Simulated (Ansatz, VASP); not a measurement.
Cd in VASP and in Ansatz

```xyz
2
Lattice="2.9193 0.0000 0.0000 -1.4596 2.5282 0.0000 0.0000 0.0000 5.6177" Properties=species:S:1:pos:R:3 pbc="T T T"
Cd    0.0000    1.6855    1.4044
Cd    1.4596    0.8427    4.2132
```

Change from the starting cell: strain -0.0200 x Voigt [1, 1, 0, 0, 0, 0], atoms carried along.

Alike in both runs: task single point; functional PBEsol; k mesh 18 × 18 × 8; occupations gaussian, width 0.15 eV; no spin polarisation.

```csv
,VASP,Ansatz
version,VASP 6.6.1,Ansatz 0.2.0
potentials or method,"VASP PAW PBE potentials, release 64 (Cd), cutoff 520 eV","scalar-relativistic, plane waves, PAW"
valence electrons in the cell,24,40
```

Ansatz gave:

* gap on the k mesh at the Fermi level (eV): none
* pressure (GPa): 1.2
* traceless stress, the component that is largest in VASP (GPa): -0.76

Task: Which values does VASP return?

Result: gap on the k mesh at the Fermi level (eV): none; pressure (GPa): 1.7; traceless stress, the component that is largest in VASP (GPa): -0.96.

VASP's potentials were made for PBE, not for PBEsol. A gap of «none» marks a metal or a gap that the smearing closes. VASP's potentials hold 24 valence electrons a cell and Ansatz's 40, so a difference there can come from the potentials and not from the codes.
